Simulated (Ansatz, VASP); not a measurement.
## One calculation of Ta, two programs

```
Ta
1.0
     3.28048    0.00000    0.00000
     0.00000    3.28048    0.00000
     0.00000    0.00000    3.34609
Ta
2
Cartesian
  0.0000 0.0000 0.0000
  1.6402 1.6402 1.6730
```

Change from the starting cell: strain along c alone, the other axes held, atoms relaxed: +2.0 %.

Alike in both runs: task single point; functional PBEsol; k mesh 16 × 16 × 16; occupations gaussian, width 0.1 eV; no spin polarisation.

|  | VASP | Ansatz |
| --- | --- | --- |
| version | VASP 6.6.1 | Ansatz 0.2.0 |
| potentials or method | VASP PAW PBE potentials, release 64 (Ta_pv), cutoff 520 eV | scalar-relativistic, plane waves, PAW |
| valence electrons in the cell | 22 | 26 |

|  | VASP | Ansatz | Ansatz less VASP |
| --- | --- | --- | --- |
| gap on the k mesh at the Fermi level (eV) | none | none | - |
| pressure (GPa) | -3.6 | -3.7 | -0.15 |
| traceless stress, the component that is largest in VASP (GPa) | -1.38 | -1.38 | 0.000 |

VASP's potentials were made for PBE, not for PBEsol. A gap of «none» marks a metal or a gap that the smearing closes. The functional is the same, so the differences come from potentials, cutoffs and numerics. VASP's potentials hold 22 valence electrons a cell and Ansatz's 26, so a difference there can come from the potentials and not from the codes.

Spin-orbit coupling is off throughout.
